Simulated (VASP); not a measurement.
# W3Cl (Cmmm) in VASP: a series of runs, part 2 of 2

VASP 6.6.1.

## 3. Relaxation of cell and atoms, PBE

This run uses another cell than the first one, of 17.28 Å³/atom.

Input file INCAR:

```
SYSTEM = W3Cl
PREC = Accurate ; ENCUT = 600
EDIFF = 1E-6 ; ISMEAR = 0
SIGMA = 0.2 ; LREAL = .FALSE.
LASPH = .TRUE. ; NELM = 100
ALGO = Normal ; ISIF = 3
LWAVE = .FALSE. ; LCHARG = .FALSE.
GGA = PE ; IBRION = 2
NSW = 36 ; EDIFFG = -0.08
```

Input file KPOINTS:

```
Automatic mesh
0
G
  7 7 2
  0 0 0
```

Input file POSCAR:

```
W3Cl
1.0
    1.6170225500     -2.2739379700      0.0000000000
    1.6170225500      2.2739379700      0.0000000000
    0.0000000000      0.0000000000      9.3989436000
W Cl
3 1
Direct
    0.0000000000      0.0000000000      0.0000000000
    0.5000000000      0.5000000000      0.7590000000
    0.5000000000      0.5000000000      0.2410000000
    0.0000000000      0.0000000000      0.5000000000
```

Potentials or basis: VASP PAW PBE potentials, release 64 (W_sv, Cl).

Started as:

```bash
cat potpaw_PBE.64/W_sv/POTCAR potpaw_PBE.64/Cl/POTCAR > POTCAR
mpirun -np 1 vasp_std > vasp.out
```

OUTCAR:

```text
SYSTEM = W3Cl
   PREC = Accurate
   ENCUT = 600
   EDIFF = 1E-6
   ISMEAR = 0
   LREAL = .FALSE.
   LASPH = .TRUE.
   NELM = 100
   ISIF = 3
   GGA = PE
   IBRION = 2
   NSW = 36
   EDIFFG = -0.08

 ion  position               nearest neighbor table
   1  0.000  0.000  0.000-   2 2.78   3 2.78   2 2.78   3 2.78   2 3.21   3 3.21   2 3.21   3 3.21

   2  0.500  0.500  0.759-   1 2.78   1 2.78   4 2.92   4 2.92   1 3.21   1 3.21
   3  0.500  0.500  0.241-   1 2.78   1 2.78   4 2.92   4 2.92   1 3.21   1 3.21
   4  0.000  0.000  0.500-   2 2.92   3 2.92   2 2.92   3 2.92

  LATTYP: Found a base centered orthorhombic cell.
 ALAT       =     3.2340451000
 B/A-ratio  =     1.4062500056
 C/A-ratio  =     2.9062500087

  Lattice vectors:

 A1 = (   1.6170225500,  -2.2739379700,   0.0000000000)
 A2 = (   1.6170225500,   2.2739379700,   0.0000000000)
 A3 = (   0.0000000000,   0.0000000000,   9.3989436000)

Analysis of symmetry for initial positions (statically):
=====================================================================
 Subroutine PRICEL returns:
 Original cell was already a primitive cell.

 Routine SETGRP: Setting up the symmetry group for a
 base centered orthorhombic supercell.
[... 176 lines left out ...]

  FORCE on cell =-STRESS in cart. coord.  units (eV):
  Direction    XX          YY          ZZ          XY          YZ          ZX
  --------------------------------------------------------------------------------------
  -------------------------------------------------------------------------------------
  Total       -3.5541948      1.8433918     -7.1397917      0.0000000      0.0000000      0.0000000
  in kB      -82.3849879     42.7291752   -165.4978641      0.0000000      0.0000000      0.0000000
  external PRESSURE =     -68.3845589 kB  Pullay stress =       0.0000000 kB
[... 63 lines left out ...]
--------------------------------------- Ionic step        3  -------------------------------------------

 number of electron      48.9999995 magnetization

 E-fermi :  10.0922     XC(G=0): -12.7909

 val. band max:       10.0705307096   @ k =   0.4286   0.2857   0.0000
 cond. band min:      10.1036434536   @ k =   0.2857   0.1429   0.5000
 fundamental gap:      0.0331127440
 Fermi energy:        10.0921511676

 k-point     1 :       0.0000    0.0000    0.0000
  band No.  band energies     occupation
      1     -64.1173      2.00000
      2     -64.0731      2.00000
      3     -63.9873      2.00000
      4     -28.8935      2.00000
      5     -28.4730      2.00000
      6     -28.1062      2.00000
[... 910 lines left out ...]
--------------------------------------- Ionic step        7  -------------------------------------------

 number of electron      48.9999996 magnetization

 Free energy of the ion-electron system (eV)
  ---------------------------------------------------
  ext. energy  EPLUGINS =         0.00000000
  ---------------------------------------------------
  free energy    TOTEN  =       -38.53920691 eV

  energy without entropy =      -38.45841223  energy(sigma->0) =      -38.49880957

 E-fermi :   9.9638     XC(G=0): -12.7219

 val. band max:        9.9484770054   @ k =  -0.4286   0.2857   0.0000
 cond. band min:       9.9654618029   @ k =   0.4286   0.0000   0.0000
 fundamental gap:      0.0169847975
 Fermi energy:         9.9638021341

 k-point     1 :       0.0000    0.0000    0.0000
  band No.  band energies     occupation
      1     -64.2827      2.00000
      2     -64.2327      2.00000
      3     -64.1532      2.00000
      4     -29.0457      2.00000
      5     -28.6208      2.00000
      6     -28.3096      2.00000
[... 790 lines left out ...]
  FREE ENERGIE OF THE ION-ELECTRON SYSTEM (eV)
  ---------------------------------------------------
  free  energy   TOTEN  =       -38.5392069096 eV

  energy  without entropy=      -38.4584122327  energy(sigma->0) =      -38.49880957

 reached required accuracy - stopping structural energy minimisation
```

OSZICAR:

```text
N       E                     dE             d eps       ncg     rms          rms(c)
DAV:   1     0.599254046048E+03    0.59925E+03   -0.29670E+04  1856   0.205E+03
[... 71 lines left out ...]
DAV:   1    -0.385430398317E+02   -0.44305E-02   -0.34890E-01  1879   0.635E+00    0.556E-01
DAV:   2    -0.385407732224E+02    0.22666E-02   -0.32230E-02  1919   0.145E+00    0.244E-01
DAV:   3    -0.385392621956E+02    0.15110E-02   -0.33949E-03  2286   0.444E-01    0.112E-01
DAV:   4    -0.385392191641E+02    0.43031E-04   -0.23096E-04  2208   0.105E-01    0.558E-02
DAV:   5    -0.385392079522E+02    0.11212E-04   -0.67090E-05  2318   0.649E-02    0.136E-02
DAV:   6    -0.385392067830E+02    0.11693E-05   -0.21612E-05  2332   0.500E-02    0.618E-03
DAV:   7    -0.385392069096E+02   -0.12658E-06   -0.15554E-06  1493   0.133E-02
   7 F= -.38539207E+02 E0= -.38498810E+02  d E =-.412079E-02
```

CONTCAR:

```text
W3Cl
   1.00000000000000
     1.5717827825526893   -2.3703856037914131    0.0000000000000000
     1.5717827825526893    2.3703856037914131    0.0000000000000000
     0.0000000000000000    0.0000000000000000    8.8961594882123567
  W               Cl
     3     1
Direct
     0.0000000000000000    0.0000000000000000    0.0000000000000000
     0.5000000000000000    0.5000000000000000    0.7582168184044158
     0.5000000000000000    0.5000000000000000    0.2417831815955842
     0.0000000000000000    0.0000000000000000    0.5000000000000000

  0.00000000E+00  0.00000000E+00  0.00000000E+00
  0.00000000E+00  0.00000000E+00  0.00000000E+00
  0.00000000E+00  0.00000000E+00  0.00000000E+00
  0.00000000E+00  0.00000000E+00  0.00000000E+00
```

Run time: 9.2 min. Hardware: 1 thread of Intel Xeon 8259CL, shared host; peak memory 0.26 GiB.

Results:

| Item | Value |
| --- | --- |
| Free energy | -38.5392 eV |
| Relaxed volume | 16.57 Å³/atom |
| Relaxed cell | a = 2.844 Å, b = 2.844 Å, c = 8.896 Å, α = 90.00°, β = 90.00°, γ = 112.90° |
| Space group after relaxing (to 0.1 Å) | Cmmm (No. 65) |
| Energy gained by relaxing | 72.3 meV/atom |
| Ionic steps | 7 |
| Pressure after relaxing | 0.3 GPa |
| Largest force after relaxing | 0.054 eV/Å |
| Band gap on the k mesh | zero (an odd number of electrons rules out a gap without spin polarisation) |

Forces on the atoms (eV/Å):
```
W    0.000  0.000  0.000
W    0.000  0.000 -0.054
W    0.000  0.000  0.054
Cl   0.000  0.000  0.000
```

Stress tensor (GPa, compression positive):
```
0.41 0.00 0.00
0.00 0.16 0.00
0.00 0.00 0.41
```

The path:
| step | energy change (eV) | largest force (eV/Å) | pressure (GPa) | volume (Å³) |
| --- | --- | --- | --- | --- |
| 1 | 0.0000 | 0.4233 | -6.84 | 69.12 |
| 2 | 0.0249 | 1.4217 | 19.94 | 61.80 |
| 3 | -0.2293 | 0.3677 | 4.28 | 65.40 |
| 4 | -0.2554 | 0.0315 | -3.21 | 67.53 |
| 5 | -0.2850 | 0.1361 | -0.33 | 66.61 |
| 6 | -0.2885 | 0.0856 | 0.06 | 66.42 |
| 7 | -0.2891 | 0.0541 | 0.33 | 66.29 |

Final structure:
```
CELL_PARAMETERS angstrom
1.57178 -2.37039 0.00000
1.57178 2.37039 0.00000
0.00000 0.00000 8.89616
ATOMIC_POSITIONS crystal
W 0.00000 0.00000 0.00000
W 0.50000 0.50000 0.75822
W 0.50000 0.50000 0.24178
Cl 0.00000 0.00000 0.50000
```

Levels at points of the mesh, in eV from the Fermi level:
| k point | band 21 | band 22 | band 23 | band 24 | band 25 | band 26 | band 27 | band 28 | band 29 |
| --- | --- | --- | --- | --- | --- | --- | --- | --- | --- |
| (0.00, 0.00, 0.00) | -1.32 | -1.09 | -0.84 | -0.79 | -0.63 | 0.65 | 0.93 | 1.39 | 2.05 |
| (0.00, 0.00, 0.50) | -1.29 | -0.94 | -0.84 | -0.77 | -0.61 | 0.83 | 0.97 | 1.30 | 1.52 |

Caveat: spin-orbit coupling is left out, which moves the levels of the heavy elements; an odd number of electrons without spin polarisation forces a metal; a magnetic or distorted state may lie lower; the relaxation stopped at a loose force limit of 0.08 eV/Å, so its end isn't a converged minimum.

## 4. Single point, PBE

This run uses another cell than the first one, of 16.49 Å³/atom.

Input file INCAR:

```
  PREC = Accurate
  ENCUT = 520
  EDIFF = 1E-6
  ISMEAR = 0
  SIGMA = 0.1
  LREAL = False
  LASPH = True
  NELM = 100
  ALGO = Normal
  ISIF = 2
  LWAVE = False
  LCHARG = False
  GGA = PE
  NBANDS = 32
```

Input file KPOINTS:

```
regular mesh
0
Gamma
  14 14 4
```

Input file POSCAR:

```
W3Cl
1.0
    1.5740485203     -2.3600848047      0.0000000000
    1.5740485203      2.3600848047      0.0000000000
    0.0000000000      0.0000000000      8.8803561682
W Cl
3 1
Direct
    0.0000000000      0.0000000000      0.0000000000
    0.5000000000      0.5000000000      0.7570462582
    0.5000000000      0.5000000000      0.2429537418
    0.0000000000      0.0000000000      0.5000000000
```

Started as:

```bash
cat potpaw_PBE.64/W_sv/POTCAR potpaw_PBE.64/Cl/POTCAR > POTCAR
mpirun -np 1 vasp_std > vasp.out
```

Wall time 10 min (1 thread of Intel Xeon 8259CL, shared host); peak memory 0.4 GiB.

Results (log left out):

* Free energy: -38.5728 eV
* Pressure: 0.3 GPa
* Largest force: 0.009 eV/Å
* Band gap on the k mesh: zero (an odd number of electrons rules out a gap without spin polarisation)

Forces in eV/Å, atoms in the order of the input:
```
W    0.000  0.000  0.000
W    0.000  0.000 -0.009
W    0.000  0.000  0.009
Cl   0.000  0.000  0.000
```

Stress tensor (GPa, compression positive):
```
0.26 0.00 0.00
0.00 0.22 0.00
0.00 0.00 0.43
```

Levels at points of the mesh, in eV from the Fermi level:
```csv
k point,band 23,band 24,band 25,band 26,band 27,band 28
"(0.00, 0.00, 0.00)",-0.92,-0.88,-0.68,0.71,0.96,1.37
"(0.50, 0.00, 0.00)",-0.92,0.23,0.72,1.47,1.78,2.25
"(0.50, 0.50, 0.00)",-0.78,0.54,0.86,1.15,2.47,2.93
"(0.00, 0.00, 0.50)",-0.92,-0.86,-0.58,0.85,1.02,1.28
"(0.50, 0.00, 0.50)",-1.75,1.26,1.52,1.52,1.62,2.41
"(0.50, 0.50, 0.50)",-0.39,0.10,0.64,1.15,1.31,4.13
```

Caveat: spin-orbit coupling is left out, which moves the levels of the heavy elements; an odd number of electrons without spin polarisation forces a metal; a magnetic or distorted state may lie lower.

## 5. The runs side by side

| task | cell | k mesh | cutoff (eV) | smearing | gap on the mesh (eV) | pressure (GPa) | largest force (eV/Å) |
| --- | --- | --- | --- | --- | --- | --- | --- |
| single point | a = 2.844, b = 2.844, c = 8.909 Å, angles 90.0, 90.0, 113.0°, 4 atoms, atomic positions A | 7 × 7 × 2 | 520 | gaussian 0.2 eV | none | -0.1 | 0.02 |
| relaxation of cell and atoms | relaxed from a = 2.790, b = 2.790, c = 9.399 Å, angles 90.0, 90.0, 109.2°, 4 atoms, atomic positions B | 7 × 7 × 2 | 600 | gaussian 0.2 eV | none | 0.3 | 0.05 |
| single point | a = 2.837, b = 2.837, c = 8.880 Å, angles 90.0, 90.0, 112.6°, 4 atoms, atomic positions A | 14 × 14 × 4 | 520 | gaussian 0.1 eV | none | 0.3 | 0.01 |

Alike in all rows: level PBE; potentials or basis VASP PAW PBE potentials, release 64 (W_sv, Cl); no spin polarisation.

Caveats: spin-orbit coupling is left out, which moves the levels of the heavy elements; an odd number of electrons without spin polarisation forces a metal; a magnetic or distorted state may lie lower; the relaxation stopped at a loose force limit of 0.08 eV/Å, so its end isn't a converged minimum (at least some runs).

Absolute energies hang on the potentials; compare differences alone.
